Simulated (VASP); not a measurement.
# HgF3 (Fm-3m) in VASP: a series of runs, part 2 of 2

VASP 6.6.1. The steps go on from the part before.

**3. Single point, PBEsol**

This run uses another cell than the first one, of 9.72 Å³/atom.

The input, INCAR:

```
PREC = Accurate
ENCUT = 700
EDIFF = 1E-6
ISMEAR = -1
SIGMA = 0.05
LREAL = F
LASPH = T
NELM = 120
ALGO = Normal
ISIF = 2
LWAVE = F
LCHARG = F
GGA = PS
NBANDS = 28
GGA_COMPAT = F
```

The input, KPOINTS:

```
regular mesh
0
Gamma
  8 8 8
```

The input, POSCAR:

```
HgF3
1.0
    0.0000000000      2.6883975176      2.6883975176
    2.6883975176      0.0000000000      2.6883975176
    2.6883975176      2.6883975176      0.0000000000
Hg F
1 3
Direct
    0.0000000000      0.0000000000      0.0000000000
    0.5000000000      0.5000000000      0.5000000000
    0.2500000000      0.2500000000      0.2500000000
    0.7500000000      0.7500000000      0.7500000000
```

Potentials or basis: VASP PAW PBE potentials, release 64 (Hg_sv_GW, F).

Run with:

```
> cat potpaw_PBE.64/Hg_sv_GW/POTCAR potpaw_PBE.64/F/POTCAR > POTCAR
> mpirun -np 1 vasp_std > vasp.out
```

OUTCAR:

```text
PREC = Accurate
   ENCUT = 700
   EDIFF = 1E-6
   ISMEAR = -1
   LREAL = F
   LASPH = T
   NELM = 120
   ISIF = 2
   GGA = PS

 ion  position               nearest neighbor table
   1  0.000  0.000  0.000-   4 2.33   4 2.33   4 2.33   3 2.33   3 2.33   3 2.33   4 2.33   3 2.33

   2  0.500  0.500  0.500-
   3  0.250  0.250  0.250-   1 2.33   1 2.33   1 2.33   1 2.33
   4  0.750  0.750  0.750-   1 2.33   1 2.33   1 2.33   1 2.33

  LATTYP: Found a face centered cubic cell.
 ALAT       =     5.3767950352

  Lattice vectors:

 A1 = (   0.0000000000,   2.6883975176,   2.6883975176)
 A2 = (   2.6883975176,   0.0000000000,   2.6883975176)
 A3 = (   2.6883975176,   2.6883975176,   0.0000000000)

Analysis of symmetry for initial positions (statically):
=====================================================================
 Subroutine PRICEL returns:
 Original cell was already a primitive cell.

 Routine SETGRP: Setting up the symmetry group for a
 face centered cubic supercell.

 Subroutine GETGRP returns: Found 48 space group operations
 (whereof 48 operations were pure point group operations)
 out of a pool of 48 trial point group operations.

The static configuration has the point symmetry O_h .

Analysis of symmetry for dynamics (positions and initial velocities):
=====================================================================
 Subroutine PRICEL returns:
 Original cell was already a primitive cell.

 Routine SETGRP: Setting up the symmetry group for a
 face centered cubic supercell.

 Subroutine GETGRP returns: Found 48 space group operations
 (whereof 48 operations were pure point group operations)
 out of a pool of 48 trial point group operations.

The dynamic configuration has the point symmetry O_h .

 Subroutine INISYM returns: Found 48 space group operations
 (whereof 48 operations are pure point group operations),
 and found     1 'primitive' translations

----------------------------------------------------------------------------------------

                                     Primitive cell

  volume of cell :      38.8607

  direct lattice vectors                    reciprocal lattice vectors
     0.000000000  2.688397518  2.688397518    -0.185984400  0.185984400  0.185984400
     2.688397518  0.000000000  2.688397518     0.185984400 -0.185984400  0.185984400
     2.688397518  2.688397518  0.000000000     0.185984400  0.185984400 -0.185984400

  length of vectors
     3.801968230  3.801968230  3.801968230     0.322134431  0.322134431  0.322134431

  position of ions in fractional coordinates (direct lattice)
     0.000000000  0.000000000  0.000000000
     0.500000000  0.500000000  0.500000000
     0.250000000  0.250000000  0.250000000
     0.750000000  0.750000000  0.750000000

  ion indices of the primitive-cell ions
   primitive index   ion index
                 1           1
                 2           2
                 3           3
                 4           4

----------------------------------------------------------------------------------------

 KPOINTS: regular mesh

Automatic generation of k-mesh.
 Grid dimensions read from file:
 generate k-points for:    8    8    8

 Generating k-lattice:

  Cartesian coordinates                     Fractional coordinates (reciprocal lattice)
    -0.023248050  0.023248050  0.023248050     0.125000000  0.000000000  0.000000000
     0.023248050 -0.023248050  0.023248050     0.000000000  0.125000000  0.000000000
     0.023248050  0.023248050 -0.023248050     0.000000000  0.000000000  0.125000000

  Length of vectors
     0.040266804  0.040266804  0.040266804

  Shift w.r.t. Gamma in fractional coordinates (k-lattice)
     0.000000000  0.000000000  0.000000000

 Subroutine IBZKPT returns following result:
 ===========================================

 Found     29 irreducible k-points:

 Following reciprocal coordinates:
            Coordinates               Weight
  0.000000  0.000000  0.000000      1.000000
  0.125000  0.000000  0.000000      8.000000
  0.250000  0.000000  0.000000      8.000000
  0.375000  0.000000  0.000000      8.000000
  0.500000  0.000000  0.000000      4.000000
  0.125000  0.125000  0.000000      6.000000
[... 16 lines left out ...]
  0.500000  0.250000  0.125000     48.000000
 -0.375000  0.250000  0.125000     24.000000
 [... further k-points ...]
   k-points           NKPTS =     29   k-points in BZ     NKDIM =     29   number of bands    NBANDS=     28
   number of dos      NEDOS =    301   number of ions     NIONS =      4
   total plane-waves  NPLWV =  46656
   dimension x,y,z NGX =    36 NGY =   36 NGZ =   36
   dimension x,y,z NGXF=    72 NGYF=   72 NGZF=   72
   ions per type =               1   3
   NGX,Y,Z   is equivalent  to a cutoff of  15.74, 15.74, 15.74 a.u.
   NGXF,Y,Z  is equivalent  to a cutoff of  31.48, 31.48, 31.48 a.u.
 SYSTEM =  unknown system
   PREC   = accura    normal or accurate (medium, high low for compatibility)
   ISTART =      0    job   : 0-new  1-cont  2-samecut
   ICHARG =      2    charge: 1-file 2-atom 10-const
   ISPIN  =      1    spin polarized calculation?
   LNONCOLLINEAR =      F non collinear calculations
   LSORBIT =      F    spin-orbit coupling
   LASPH  =      T    aspherical Exc in radial PAW
   ENCUT  =  700.0 eV  51.45 Ry    7.17 a.u.   8.20  8.20  8.20*2*pi/ulx,y,z
   NELM   =    120;   NELMIN=  2; NELMDL= -5     # of ELM steps
   EDIFF  = 0.1E-05   stopping-criterion for ELM
   LREAL  =      F    real-space projection
   EDIFFG = 0.1E-04   stopping-criterion for IOM
   NSW    =      0    number of steps for IOM
   IBRION =     -1    ionic relax: 0-MD 1-quasi-New 2-CG
   NFREE  =      0    steps in history (QN), initial steepest desc. (CG)
   ISIF   =      2    stress and relaxation
   ISYM   =      2    0-nonsym 1-usesym 2-fastsym
   POTIM  = 0.5000    time-step for ionic-motion
   TEBEG  =    0.0;   TEEND  =   0.0 temperature during run
   PSTRESS=    0.0 pullay stress
   NELECT =      41.0000    total number of electrons
   NUPDOWN=      -1.0000    fix difference up-down
   EMIN   =  10.00;   EMAX   =-10.00  energy-range for DOS
   EFERMI =   0.00;   METHOD = LEGACY
   ISMEAR =    -1;   SIGMA  =   0.05  broadening in eV -4-tet -1-fermi 0-gaus
   EFERMI_NEDOS =   21; number of points for ismear=-14 and -15
   IALGO  =     38    algorithm
   IMIX   =      4    mixing-type and parameters
     AMIX     =   0.40;   BMIX     =  1.00
     AMIX_MAG =   1.60;   BMIX_MAG =  1.00
  volume/ion in A,a.u.               =       9.72        65.56
  Fermi-wavevector in a.u.,A,eV,Ry     =   1.666605  3.149426 37.791156  2.777572
  Thomas-Fermi vector in A             =   2.752772
   LORBIT       =      0    0 simple, 1 ext, 2 COOP (PROOUT), +10 PAW based schemes
   GGA     = PS    functional components
   LHFCALC =     F    Hartree Fock is set to
   AEXX    =    0.0000 exact exchange contribution
   IVDW    =     0    specifies the selected vdW correction
   LEPSILON=     F    determine dielectric tensor
   LRPA    =     F    only Hartree local field effects (RPA)
 non-spin polarized calculation
  energy-cutoff  :      700.00
  volume of cell :       38.86
 maximum number of plane-waves:      1660
 NGX is ok and might be reduce to    36
   NGX = 17   NGY = 17   NGZ = 17

 number of electron      40.9999998 magnetization

 Free energy of the ion-electron system (eV)
  ---------------------------------------------------
  ext. energy  EPLUGINS =         0.00000000
  ---------------------------------------------------
  free energy    TOTEN  =        -9.37113116 eV

  energy without entropy =       -9.32065153  energy(sigma->0) =       -9.34589135

 E-fermi :   3.1482     XC(G=0): -12.8333

 val. band max:        3.1367046492   @ k =  -0.3750   0.2500   0.1250
 cond. band min:       3.1529060843   @ k =   0.3750   0.3750   0.0000
 fundamental gap:      0.0162014351
 Fermi energy:         3.1481581780

 k-point     1 :       0.0000    0.0000    0.0000
  band No.  band energies     occupation
      1    -108.9814      2.00000
      2     -57.3358      2.00000
      3     -57.3358      2.00000
      4     -57.3358      2.00000
      5     -19.4614      2.00000
      6     -17.7417      2.00000
[... 20 lines left out ...]
     27      22.3523      0.00000
[... 691 lines left out ...]
      6     -18.3284      2.00000
[... 20 lines left out ...]
     27      23.1724      0.00000
     28      23.9718      0.00000

 [... further k-points ...]

------------------------ aborting loop because EDIFF is reached ----------------------------------------

  FORCE on cell =-STRESS in cart. coord.  units (eV):
  Direction    XX          YY          ZZ          XY          YZ          ZX
  --------------------------------------------------------------------------------------
  -------------------------------------------------------------------------------------
  Total        4.7150647      4.7150647      4.7150647     -0.0000000      0.0000000     -0.0000000
  in kB      194.3962055    194.3962055    194.3962055     -0.0000000      0.0000000     -0.0000000
  external PRESSURE =     194.3962055 kB  Pullay stress =       0.0000000 kB

 VOLUME and BASIS-vectors are now :
 -----------------------------------------------------------------------------
  energy-cutoff  :      700.00
  volume of cell :       38.86
      direct lattice vectors                 reciprocal lattice vectors
     0.000000000  2.688397518  2.688397518    -0.185984400  0.185984400  0.185984400
     2.688397518  0.000000000  2.688397518     0.185984400 -0.185984400  0.185984400
     2.688397518  2.688397518  0.000000000     0.185984400  0.185984400 -0.185984400

 POSITION                                       TOTAL-FORCE (eV/Angst)
 -----------------------------------------------------------------------------------
      0.00000      0.00000      0.00000         0.000000      0.000000      0.000000
      2.68840      2.68840      2.68840         0.000000      0.000000      0.000000
      1.34420      1.34420      1.34420        -0.000000     -0.000000     -0.000000
      4.03260      4.03260      4.03260         0.000000      0.000000      0.000000
 -----------------------------------------------------------------------------------
    total drift:                               -0.000000      0.000000      0.000000

  FREE ENERGIE OF THE ION-ELECTRON SYSTEM (eV)
  ---------------------------------------------------
  free  energy   TOTEN  =        -9.3711311624 eV

  energy  without entropy=       -9.3206515290  energy(sigma->0) =       -9.34589135
```

OSZICAR:

```text
N       E                     dE             d eps       ncg     rms          rms(c)
DAV:   1     0.783784273093E+03    0.78378E+03   -0.27693E+04  1624   0.232E+03
DAV:   2     0.522370676279E+02   -0.73155E+03   -0.69647E+03  1624   0.733E+02
DAV:   3    -0.956622420005E+01   -0.61803E+02   -0.60857E+02  2328   0.218E+02
DAV:   4    -0.117976484137E+02   -0.22314E+01   -0.22268E+01  1944   0.452E+01
DAV:   5    -0.118734631100E+02   -0.75815E-01   -0.75802E-01  2216   0.865E+00    0.206E+01
DAV:   6    -0.100778037931E+02    0.17957E+01   -0.76243E+00  2364   0.571E+01    0.218E+01
DAV:   7    -0.954585278454E+01    0.53195E+00   -0.65836E+00  2504   0.210E+01    0.154E+01
DAV:   8    -0.942206426918E+01    0.12379E+00   -0.14156E+00  2360   0.109E+01    0.921E+00
DAV:   9    -0.939498267964E+01    0.27082E-01   -0.61226E-01  2484   0.880E+00    0.141E+00
DAV:  10    -0.937106626324E+01    0.23916E-01   -0.11237E-01  2360   0.628E+00    0.301E-01
DAV:  11    -0.937148594626E+01   -0.41968E-03   -0.14608E-02  2124   0.946E-01    0.354E-01
DAV:  12    -0.937112456463E+01    0.36138E-03   -0.81787E-04  2396   0.622E-01    0.540E-02
DAV:  13    -0.937114294623E+01   -0.18382E-04   -0.28682E-04  2484   0.221E-01    0.701E-02
DAV:  14    -0.937113073674E+01    0.12209E-04   -0.38575E-05  2500   0.115E-01    0.155E-02
DAV:  15    -0.937113116238E+01   -0.42564E-06   -0.58972E-06  2052   0.239E-02
   1 F= -.93711312E+01 E0= -.93458913E+01  d E =-.504796E-01
```

Wall time 43 s (1 thread of AMD EPYC 9R45 (Zen 5), shared host); peak memory 0.21 GiB.

Results:

| Item | Value |
| --- | --- |
| Free energy | -9.3711 eV |
| Pressure | 19.4 GPa |
| Band gap on the k mesh | zero (an odd number of electrons rules out a gap without spin polarisation) |

Levels at points of the mesh, in eV from the Fermi level:
```
           k point  band 18  band 19  band 20  band 21  band 22  band 23  band 24  band 25
(0.00, 0.00, 0.00)    -1.02    -0.39    -0.39    -0.39     1.85    13.77    13.77    13.77
(0.50, 0.00, 0.00)    -1.23    -0.45     0.20     0.20     5.33    10.92    13.13    13.13
(0.50, 0.50, 0.00)    -0.73    -0.73    -0.34    -0.34     5.23    11.04    14.67    14.67
```

Caveat: the cell stands under pressure; the PAW data sets were made with another functional, which shifts forces and pressure a little; spin-orbit coupling is left out, which moves the levels of the heavy elements; an odd number of electrons without spin polarisation forces a metal; a magnetic or distorted state may lie lower.
